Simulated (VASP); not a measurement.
SnO, 2 atoms in the cell. Symmetry: Pm-3m, No. 221, cubic system. The conventional cell has a = 3.103 Å, b = 3.103 Å, c = 3.103 Å, α = 90.00°, β = 90.00°, γ = 90.00°. Within 3.5 Å of Sn (site symmetry m-3m) lie 8 O at 2.69 Å and 6 Sn at 3.10 Å. Within 3.5 Å of O (site symmetry m-3m) lie 8 Sn at 2.69 Å and 6 O at 3.10 Å. 

| Quantity | Value |
| --- | --- |
| Program | VASP 6.6.1 |
| Task | single point |
| Functional | PBE |
| Dispersion | D3(BJ) |
| Potentials or basis | VASP PAW PBE potentials, release 64 (Sn_d, O) |
| Cutoff | 600 eV |
| k mesh | 10 × 10 × 10 |
| Occupations | gaussian, width 0.02 eV |
| Spin | no spin polarisation |
| Dipole correction | no |
| Further INCAR settings | ALGO = Normal; EDIFF = 1e-06; NBANDS = 17 |

Potentials or basis: VASP PAW PBE potentials, release 64 (Sn_d, O).

The run is started by

```console
$ cat potpaw_PBE.64/Sn_d/POTCAR potpaw_PBE.64/O/POTCAR > POTCAR
$ mpirun -np 1 vasp_std > vasp.out
```

Hardware: 1 thread of AMD EPYC 9R45 (Zen 5), on a shared host.

Q: How long does it take, and how much memory?

A: Wall time 28 s on 1 thread of AMD EPYC 9R45 (Zen 5), with other jobs on the host, peak memory 0.15 GiB. Counts: scf iterations 13, k points 56.
